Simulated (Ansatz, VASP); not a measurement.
One calculation of ZrSnTe4, two programs

```xyz
6
Lattice="5.8809 0.0000 0.0000 0.0000 5.8809 0.0000 0.0000 0.0000 6.1673" Properties=species:S:1:pos:R:3 pbc="T T T"
Zr    0.0000    0.0000    3.0837
Sn    0.0000    0.0000    0.0000
Te    0.0000    2.9404    0.0000
Te    2.9404    0.0000    0.0000
Te    0.0000    2.9404    3.0837
Te    2.9404    0.0000    3.0837
```

Alike in both runs: task single point; functional PBE; k mesh 4 × 4 × 4; occupations gaussian, width 0.1 eV; collinear spin.

```csv
,VASP,Ansatz
version,VASP 6.6.1,Ansatz 0.2.0
potentials or method,"VASP PAW PBE potentials, release 64 (Zr_sv, Sn_d, Te), cutoff 520 eV","scalar-relativistic, plane waves, PAW"
valence electrons in the cell,50,90
```

```tsv
	VASP	Ansatz	Ansatz less VASP
gap on the k mesh at the Fermi level (eV)	none	none	-
pressure (GPa)	0.1	0.1	+0.02
net moment per atom (μB)	0.00	0.00	0.000
```

A gap of «none» marks a metal or a gap that the smearing closes. VASP's potentials hold 50 valence electrons a cell and Ansatz's 90, so a difference there can come from the potentials and not from the codes. Ansatz's warnings: seeded moment not kept.

Spin-orbit coupling is off throughout.
